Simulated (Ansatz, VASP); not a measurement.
## Two plane-wave programs on Al

```
Al
1.0
     2.77629    0.00000    0.00000
    -1.38814    2.40434    0.00000
     0.00000    0.00000    9.87665
Al
4
Direct
  0.00000 0.00000 0.00000
  0.33333 0.66667 0.25000
  0.00000 0.00000 0.50000
  0.66667 0.33333 0.75000
```

Alike in both runs: task single point; functional PBE; dispersion D3(BJ); k mesh 18 × 18 × 6; occupations gaussian, width 0.15 eV; no spin polarisation.

|  | VASP | Ansatz |
| --- | --- | --- |
| version | VASP 6.6.1 | Ansatz 0.2.0 |
| potentials or method | VASP PAW PBE potentials, release 64 (Al), cutoff 520 eV | scalar-relativistic, plane waves, PAW |
| valence electrons in the cell | 12 | 12 |

```tsv
	VASP	Ansatz	Ansatz less VASP
gap on the k mesh at the Fermi level (eV)	none	none	-
pressure (GPa)	-2.3	-2.3	+0.01
traceless stress, the component that is largest in VASP (GPa)	-3.66	-3.66	-0.004
```

A gap of «none» marks a metal or a gap that the smearing closes.
